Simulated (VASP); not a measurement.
Runs of VASP 6.6.1 on Hf4Te. The structure is that of space group Im-3m (No. 229), or close to it. The cells are those of the table. 

```tsv
task	cell	k mesh	cutoff (eV)	gap on the mesh (eV)	pressure (GPa)
single point	a = 5.588 Å, angles 109.5°, 5 atoms	4 × 4 × 4	520	none	0.0
single point	a = 5.315 Å, angles 109.5°, 5 atoms	4 × 4 × 4	520	none	(a)
relaxation of cell and atoms	relaxed from a = 5.315 Å, angles 109.5°, 5 atoms	4 × 4 × 4	600	none	-0.1
relaxation of cell and atoms	relaxed from a = 5.588 Å, angles 109.5°, 5 atoms	8 × 8 × 8	600	none	0.0
single point	a = 5.594 Å, angles 109.5°, 5 atoms	8 × 8 × 8	520	none	-0.2
```

Alike in all rows: level PBE; potentials or basis VASP PAW PBE potentials, release 64 (Hf_pv, Te); no spin polarisation; smearing gaussian 0.1 eV.

Task: Estimate the missing entries.

Result: (a) 17.7.

Caveats: some runs use coarse meshes; spin-orbit coupling is left out, which moves the levels of the heavy elements; the relaxation stopped at its first step, so nothing moved (some runs).

A k mesh can miss the band edges, and the runs leave out spin-orbit coupling on Hf, Te.

A gap of «none» marks levels without a gap at the run's occupations.
